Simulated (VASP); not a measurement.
Write the native input for VASP 6.6.1 that does the following.

```
Task                   : electric field gradients
Functional             : PBEsol
Potentials or basis    : VASP PAW PBE potentials, release 64 (Ti_sv, C)
Cutoff                 : 520 eV
k mesh                 : 16 × 16 × 16
Occupations            : fermi-dirac, width 0.03 eV
Spin                   : no spin polarisation
Dipole correction      : no
Further INCAR settings : ALGO = Normal; EDIFF = 1e-08; NBANDS = 15
```

The structure of TiC lies in POSCAR:

```
TiC
1.0
    0.0000000000      2.1924769499      2.1924769499
    2.1924769499      0.0000000000      2.1924769499
    2.1924769499      2.1924769499      0.0000000000
Ti C
1 1
Direct
    0.0000000000      0.0000000000      0.0000000000
    0.5000000000      0.5000000000      0.5000000000
```

These files were run (other wordings do the same):

INCAR

```
SYSTEM = TiC
ALGO = Normal
EDIFF = 1E-8
ENCUT = 520
GGA = PS
ISIF = 2
ISMEAR = -1
LASPH = .True.
LCHARG = .False.
LEFG = .True.
LREAL = .False.
LWAVE = .False.
NBANDS = 15
NELM = 80
PREC = Accurate
SIGMA = 0.03
```

KPOINTS

```
k-points
0
Gamma
  16 16 16
  0 0 0
```

Potentials or basis: VASP PAW PBE potentials, release 64 (Ti_sv, C).

Command:

```sh
$ cat potpaw_PBE.64/Ti_sv/POTCAR potpaw_PBE.64/C/POTCAR > POTCAR
$ mpirun -np 1 vasp_std > vasp.out
```

Results of the run:

```yaml
Pressure: -14.6 GPa
Band_gap_on_the_k_mesh: zero (bands 8 and 9 overlap by 1.05 eV)
Largest_electric_field_gradient_by_atom: zero within the noise of the run
```

Caveat: the cell stands under tension; the PAW data sets were made with another functional, which shifts forces and pressure a little.

It took 70 s on 1 thread of Intel Xeon 8259CL, on a shared host, peak memory 0.17 GiB.
